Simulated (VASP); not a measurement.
# Ir (Pm-3m) in VASP: notebook, part 2 of 2

VASP 6.6.1. The steps go on from the part before.

## 4. Relaxation of cell and atoms, PBE, target pressure 140 GPa, at which the enthalpy is minimised

This run uses another cell than the first one, of 12.15 Å³/atom, 0.950 times its volume.

Input file INCAR:

```
SYSTEM = Ir
PREC = Accurate
ENCUT = 600
EDIFF = 1E-7
ISMEAR = -1
SIGMA = 0.08
LREAL = .FALSE.
LASPH = .TRUE.
NELM = 60
ALGO = Normal
ISIF = 3
LWAVE = .FALSE.
LCHARG = .FALSE.
GGA = PE
IBRION = 2
NSW = 60
EDIFFG = -0.005
PSTRESS = 1400.0
```

Input file KPOINTS:

```
Automatic mesh
0
G
  16 16 16
  0 0 0
```

Input file POSCAR:

```
Ir
1.0
    2.2992246302      0.0000000000      0.0000000000
    0.0000000000      2.2992246302      0.0000000000
    0.0000000000      0.0000000000      2.2992246302
Ir
1
Direct
    0.0000000000      0.0000000000      0.0000000000
```

Potentials or basis: VASP PAW PBE potentials, release 64 (Ir).

Started as:

```
cat potpaw_PBE.64/Ir/POTCAR > POTCAR
mpirun -np 1 vasp_std > vasp.out
```

OUTCAR:

```text
SYSTEM = Ir
   PREC = Accurate
   ENCUT = 600
   EDIFF = 1E-7
   ISMEAR = -1
   LREAL = .FALSE.
   LASPH = .TRUE.
   NELM = 60
   ISIF = 3
   GGA = PE
   IBRION = 2
   NSW = 60
   EDIFFG = -0.005
   PSTRESS = 1400.0

 ion  position               nearest neighbor table
   1  0.000  0.000  0.000-

  LATTYP: Found a simple cubic cell.
 ALAT       =     2.2992246302

  Lattice vectors:

 A1 = (   2.2992246302,   0.0000000000,   0.0000000000)
 A2 = (   0.0000000000,   2.2992246302,   0.0000000000)
 A3 = (   0.0000000000,   0.0000000000,   2.2992246302)

Analysis of symmetry for initial positions (statically):
=====================================================================
 Subroutine PRICEL returns:
 Original cell was already a primitive cell.

 Routine SETGRP: Setting up the symmetry group for a
 simple cubic supercell.

 Subroutine GETGRP returns: Found 48 space group operations
 (whereof 48 operations were pure point group operations)
 out of a pool of 48 trial point group operations.

The static configuration has the point symmetry O_h .

Analysis of symmetry for dynamics (positions and initial velocities):
=====================================================================
 Subroutine PRICEL returns:
 Original cell was already a primitive cell.

 Routine SETGRP: Setting up the symmetry group for a
 simple cubic supercell.

 Subroutine GETGRP returns: Found 48 space group operations
 (whereof 48 operations were pure point group operations)
 out of a pool of 48 trial point group operations.

The dynamic configuration has the point symmetry O_h .

 Subroutine INISYM returns: Found 48 space group operations
 (whereof 48 operations are pure point group operations),
 and found     1 'primitive' translations

----------------------------------------------------------------------------------------

                                     Primitive cell

  volume of cell :      12.1547
[... 120 lines left out ...]
  energy-cutoff  :      600.00
  volume of cell :       12.15
 maximum number of plane-waves:       437
   NGX =  9   NGY =  9   NGZ =  9

--------------------------------------- Ionic step        1  -------------------------------------------

 number of electron       9.0000001 magnetization

 Free energy of the ion-electron system (eV)
  ---------------------------------------------------
  ext. energy  EPLUGINS =         0.00000000
  ---------------------------------------------------
  free energy    TOTEN  =        -5.82022369 eV

  energy without entropy =       -5.79717498  energy(sigma->0) =       -5.80869933

------------------------ aborting loop because EDIFF is reached ----------------------------------------

  FORCE on cell =-STRESS in cart. coord.  units (eV):
  Direction    XX          YY          ZZ          XY          YZ          ZX
  --------------------------------------------------------------------------------------
  -------------------------------------------------------------------------------------
  Total       14.1148111     14.1148111     14.1148111      0.0000000      0.0000000      0.0000000
  in kB     1860.5504163   1860.5504163   1860.5504163      0.0000000      0.0000000      0.0000000
  external PRESSURE =     460.5504163 kB  Pullay stress =    1400.0000000 kB
[... 24 lines left out ...]
--------------------------------------- Ionic step        2  -------------------------------------------

 number of electron       9.0000005 magnetization

 E-fermi :   5.6500     XC(G=0): -12.0057

 val. band max:        5.6422542883   @ k =   0.3750   0.2500   0.0625
 cond. band min:       5.6625586513   @ k =   0.4375   0.3125   0.2500
 fundamental gap:      0.0203043630
 Fermi energy:         5.6500051402

 k-point     1 :       0.0000    0.0000    0.0000
  band No.  band energies     occupation
      1      -2.2995      2.00000
      2       0.7655      2.00000
      3       0.7655      2.00000
      4       6.6599      0.00001
      5       6.6599      0.00001
      6       6.6599      0.00001
      7      20.3804      0.00000
      8      20.3804      0.00000
[... 322 lines left out ...]
  energy  without entropy=       -6.5887861669  energy(sigma->0) =       -6.60087792

  enthalpy is  TOTEN    =         4.7180031698 eV   P V=       11.3309728426

[... ionic steps 4 to 13 ...]

--------------------------------------- Ionic step       14  -------------------------------------------

 number of electron       8.9999998 magnetization

------------------------ aborting loop because EDIFF is reached ----------------------------------------
[... 69 lines left out ...]
--------------------------------------- Ionic step       16  -------------------------------------------

 number of electron       8.9999998 magnetization

 Free energy of the ion-electron system (eV)
  ---------------------------------------------------
  ext. energy  EPLUGINS =         0.00000000
  ---------------------------------------------------
  free energy    TOTEN  =        -6.46811477 eV

  energy without entropy =       -6.44420426  energy(sigma->0) =       -6.45615951

 E-fermi :  12.1325     XC(G=0): -14.4094

 val. band max:       12.1294305993   @ k =   0.3125   0.1875   0.1875
 cond. band min:      12.1326187356   @ k =   0.4375   0.3125   0.1875
 fundamental gap:      0.0031881363
 Fermi energy:        12.1325140892

 k-point     1 :       0.0000    0.0000    0.0000
  band No.  band energies     occupation
      1       0.2608      2.00000
      2       3.3274      2.00000
      3       3.3274      2.00000
      4      14.2229      0.00000
      5      14.2229      0.00000
      6      14.2229      0.00000
      7      29.6297      0.00000
      8      29.6297      0.00000
[... 285 lines left out ...]
  energy  without entropy=       -6.4442042601  energy(sigma->0) =       -6.45615951

  enthalpy is  TOTEN    =         4.7122252753 eV   P V=       11.1803400416

 reached required accuracy - stopping structural energy minimisation
```

OSZICAR:

```text
N       E                     dE             d eps       ncg     rms          rms(c)
DAV:   1     0.513731442472E+02    0.51373E+02   -0.50476E+03  2648   0.118E+03
DAV:   2    -0.549782785557E+01   -0.56871E+02   -0.55340E+02  2680   0.225E+02
DAV:   3    -0.612121769425E+01   -0.62339E+00   -0.62274E+00  3736   0.320E+01
[... 93 lines left out ...]
       N       E                     dE             d eps       ncg     rms          rms(c)
DAV:   1    -0.646811561588E+01   -0.13522E-02   -0.25779E-05  2736   0.885E-02    0.136E-02
DAV:   2    -0.646811496571E+01    0.65017E-06   -0.11312E-06  2992   0.156E-02    0.497E-03
DAV:   3    -0.646811479924E+01    0.16647E-06   -0.28678E-07  1416   0.747E-03    0.700E-04
DAV:   4    -0.646811476624E+01    0.32993E-07   -0.26587E-08  1320   0.217E-03
  16 F= 0.47122253E+01 E0= 0.47241805E+01  d E =-.231171E-05
```

CONTCAR:

```text
Ir
   1.00000000000000
     2.3389046630618671    0.0000000000000000   -0.0000000000000000
     0.0000000000000000    2.3389046630618671    0.0000000000000001
     0.0000000000000001   -0.0000000000000000    2.3389046630618680
  Ir
     1
Direct
     0.0000000000000000    0.0000000000000000    0.0000000000000000

  0.00000000E+00  0.00000000E+00  0.00000000E+00
```

It took 58 s on 1 thread of Intel Xeon 6975P-C, shared host; peak memory 0.15 GiB.

Results:

```
Free energy                                            : -6.4681 eV
Relaxed volume                                         : 12.79 Å³/atom
Relaxed cell                                           : a = 2.339 Å, b = 2.339 Å, c = 2.339 Å, α = 90.00°, β = 90.00°, γ = 90.00°
Space group after relaxing (to 0.05 Å)                 : Pm-3m (No. 221)
Energy change on relaxing (the enthalpy is what falls) : -647.9 meV/atom
Ionic steps                                            : 16
Pressure after relaxing                                : 140.1 GPa
```

Step by step:
```csv
step,energy change (eV),largest force (eV/Å),pressure (GPa),volume (Å³)
1,0.0000,0.0000,186.06,12.15
2,-1.8564,0.0000,-22.94,19.40
3,-0.7927,0.0000,129.37,12.97
4,-0.6558,0.0000,139.47,12.80
5,-0.6443,0.0000,140.31,12.79
6,-0.6445,0.0000,140.30,12.79
7,-0.6452,0.0000,140.24,12.79
8,-0.6452,0.0000,140.24,12.79
9,-0.6452,0.0000,140.24,12.79
10,-0.6452,0.0000,140.24,12.79
11,-0.6453,0.0000,140.24,12.79
12,-0.6454,0.0000,140.24,12.79
13,-0.6455,0.0000,140.23,12.79
14,-0.6459,0.0000,140.21,12.79
15,-0.6465,0.0000,140.14,12.79
16,-0.6479,0.0000,140.05,12.79
```

Final structure:
```xyz
1
Lattice="2.3389 0.0000 0.0000 0.0000 2.3389 0.0000 0.0000 0.0000 2.3389" Properties=species:S:1:pos:R:3 pbc="T T T"
Ir    0.0000    0.0000    0.0000
```

Levels at points of the mesh, in eV from the Fermi level:
| k point | band 2 | band 3 | band 4 | band 5 | band 6 | band 7 |
| --- | --- | --- | --- | --- | --- | --- |
| (0.00, 0.00, 0.00) | -8.81 | -8.81 | 2.09 | 2.09 | 2.09 | 17.50 |
| (0.50, 0.00, 0.00) | -7.71 | -2.34 | -2.34 | -1.98 | 2.56 | 8.70 |
| (0.50, 0.50, 0.00) | -6.60 | -1.47 | -1.47 | 5.08 | 5.08 | 5.28 |
| (0.50, 0.50, 0.50) | -7.94 | -7.94 | 5.61 | 5.61 | 7.81 | 13.90 |

Caveat: the cell is relaxed towards a set pressure, so the enthalpy falls and the energy may rise; spin-orbit coupling is left out, which moves the levels of the heavy elements.

## 5. Relaxation of cell and atoms, PBE, target pressure 140 GPa, at which the enthalpy is minimised

Input file INCAR:

```
PREC     = Accurate       # precision mode
ENCUT    = 600            # plane-wave cutoff, eV
EDIFF    = 1E-7           # SCF threshold, eV
ISMEAR   = -1             # smearing method
SIGMA    = 0.08           # smearing width, eV
LREAL    = F              # projectors in reciprocal space
LASPH    = T              # aspherical terms in the spheres
NELM     = 100            # most SCF steps
ALGO     = Normal         # electronic algorithm
ISIF     = 3              # what is computed and relaxed
LWAVE    = F              # write WAVECAR
LCHARG   = F              # write CHGCAR
GGA      = PE             # functional
IBRION   = 2              # ionic algorithm
NSW      = 32             # ionic steps
EDIFFG   = -0.005         # ionic threshold
PSTRESS  = 1400.0
```

Input file KPOINTS:

```
regular mesh
0
Gamma
  16 16 16
```

Input file POSCAR:

```
Ir
1.0
    2.3387031273      0.0000000000      0.0000000000
    0.0000000000      2.3387031273      0.0000000000
    0.0000000000      0.0000000000      2.3387031273
Ir
1
Direct
    0.0000000000      0.0000000000      0.0000000000
```

Potentials or basis: VASP PAW PBE potentials, release 64 (Ir).

Started as:

```
cat potpaw_PBE.64/Ir/POTCAR > POTCAR
mpirun -np 1 vasp_std > vasp.out
```

OUTCAR:

```text
PREC = Accurate
   ENCUT = 600
   EDIFF = 1E-7
   ISMEAR = -1
   LREAL = F
   LASPH = T
   NELM = 100
   ISIF = 3
   GGA = PE
   IBRION = 2
   NSW = 32
   EDIFFG = -0.005
   PSTRESS = 1400.0

 ion  position               nearest neighbor table
   1  0.000  0.000  0.000-

  LATTYP: Found a simple cubic cell.
 ALAT       =     2.3387031273

  Lattice vectors:

 A1 = (   2.3387031273,   0.0000000000,   0.0000000000)
 A2 = (   0.0000000000,   2.3387031273,   0.0000000000)
 A3 = (   0.0000000000,   0.0000000000,   2.3387031273)

Analysis of symmetry for initial positions (statically):
=====================================================================
 Subroutine PRICEL returns:
 Original cell was already a primitive cell.

 Routine SETGRP: Setting up the symmetry group for a
 simple cubic supercell.

 Subroutine GETGRP returns: Found 48 space group operations
 (whereof 48 operations were pure point group operations)
 out of a pool of 48 trial point group operations.

The static configuration has the point symmetry O_h .

Analysis of symmetry for dynamics (positions and initial velocities):
[... 165 lines left out ...]
  -------------------------------------------------------------------------------------
  Total       11.1983467     11.1983467     11.1983467     -0.0000000     -0.0000000      0.0000000
  in kB     1402.6173308   1402.6173308   1402.6173308     -0.0000000     -0.0000000      0.0000000
  external PRESSURE =       2.6173308 kB  Pullay stress =    1400.0000000 kB
[... 61 lines left out ...]
--------------------------------------- Ionic step        3  -------------------------------------------

 number of electron       8.9999999 magnetization

 Free energy of the ion-electron system (eV)
  ---------------------------------------------------
  ext. energy  EPLUGINS =         0.00000000
  ---------------------------------------------------
  free energy    TOTEN  =        -6.46864195 eV

  energy without entropy =       -6.44473064  energy(sigma->0) =       -6.45668630

 E-fermi :  12.1316     XC(G=0): -14.4091

 val. band max:       12.1285072845   @ k =   0.3125   0.1875   0.1875
 cond. band min:      12.1316915632   @ k =   0.4375   0.3125   0.1875
 fundamental gap:      0.0031842787
 Fermi energy:        12.1316222349

 k-point     1 :       0.0000    0.0000    0.0000
  band No.  band energies     occupation
      1       0.2604      2.00000
      2       3.3271      2.00000
      3       3.3271      2.00000
      4      14.2219      0.00000
      5      14.2219      0.00000
      6      14.2219      0.00000
      7      29.6285      0.00000
      8      29.6285      0.00000
[... 243 lines left out ...]
 k-point    24 :       0.5000    0.1250    0.0000
  band No.  band energies     occupation
      1       4.2751      2.00000
      2       5.3625      2.00000
      3       7.1098      2.00000
      4       9.9110      2.00000
      5      12.6539      0.00292
      6      13.9519      0.00000
      7      20.8082      0.00000
      8      29.3544      0.00000

 [... further k-points ...]

------------------------ aborting loop because EDIFF is reached ----------------------------------------

  FORCE on cell =-STRESS in cart. coord.  units (eV):
  Direction    XX          YY          ZZ          XY          YZ          ZX
  --------------------------------------------------------------------------------------
  -------------------------------------------------------------------------------------
  Total       11.1813050     11.1813050     11.1813050      0.0000000      0.0000000     -0.0000000
  in kB     1400.0566975   1400.0566975   1400.0566975      0.0000000      0.0000000     -0.0000000
  external PRESSURE =       0.0566975 kB  Pullay stress =    1400.0000000 kB
[... 20 lines left out ...]
  energy  without entropy=       -6.4447306390  energy(sigma->0) =       -6.45668630

  enthalpy is  TOTEN    =         4.7122102603 eV   P V=       11.1808522138

 reached required accuracy - stopping structural energy minimisation
```

Run time: 30 s. Hardware: 1 thread of Intel Xeon 6975P-C, shared host; peak memory 0.14 GiB.

Results:

- Free energy: -6.4686 eV
- Relaxed volume: 12.80 Å³/atom
- Relaxed cell: a = 2.339 Å, b = 2.339 Å, c = 2.339 Å, α = 90.00°, β = 90.00°, γ = 90.00°
- Space group after relaxing (to 0.05 Å): Pm-3m (No. 221)
- Energy change on relaxing (the enthalpy is what falls): -3.4 meV/atom
- Ionic steps: 3
- Pressure after relaxing: 140.0 GPa

The path:
| step | energy change (eV) | largest force (eV/Å) | pressure (GPa) | volume (Å³) |
| --- | --- | --- | --- | --- |
| 1 | 0.0000 | 0.0000 | 140.26 | 12.79 |
| 2 | -0.0336 | 0.0000 | 137.80 | 12.83 |
| 3 | -0.0034 | 0.0000 | 140.01 | 12.80 |

Final structure:
```xyz
1
Lattice="2.3389 0.0000 0.0000 0.0000 2.3389 0.0000 0.0000 0.0000 2.3389" Properties=species:S:1:pos:R:3 pbc="T T T"
Ir    0.0000    0.0000    0.0000
```

Levels at points of the mesh, in eV from the Fermi level:
| k point | band 1 | band 2 | band 3 | band 4 | band 5 | band 6 | band 7 | band 8 |
| --- | --- | --- | --- | --- | --- | --- | --- | --- |
| (0.00, 0.00, 0.00) | -11.87 | -8.80 | -8.80 | 2.09 | 2.09 | 2.09 | 17.50 | 17.50 |
| (0.50, 0.00, 0.00) | -8.30 | -7.71 | -2.34 | -2.34 | -1.98 | 2.56 | 8.70 | 16.28 |
| (0.50, 0.50, 0.00) | -9.80 | -6.60 | -1.47 | -1.47 | 5.08 | 5.08 | 5.28 | 16.40 |
| (0.50, 0.50, 0.50) | -7.94 | -7.94 | -7.94 | 5.61 | 5.61 | 7.82 | 13.90 | 13.90 |

Caveat: the cell is relaxed towards a set pressure, so the enthalpy falls and the energy may rise; spin-orbit coupling is left out, which moves the levels of the heavy elements.

## 6. Overview

```csv
task,cell,cutoff (eV),gap on the mesh (eV),pressure (GPa)
single point,"a = 2.339 Å, 1 atom",520,none,140.2
single point,"a = 2.338 Å, 1 atom",520,none,140.4
relaxation of cell and atoms,"relaxed to 140 GPa from a = 2.299 Å, 1 atom",600,none,140.1
relaxation of cell and atoms,"relaxed to 140 GPa from a = 2.339 Å, 1 atom",600,none,140.0
```

Alike in all rows: level PBE; potentials or basis VASP PAW PBE potentials, release 64 (Ir); no spin polarisation; k mesh 16 × 16 × 16; smearing fermi-dirac 0.08 eV.

Caveats: spin-orbit coupling is left out, which moves the levels of the heavy elements; the cell is relaxed towards a set pressure, so the enthalpy falls and the energy may rise (some runs).

Absolute energies hang on the potentials; compare differences alone.
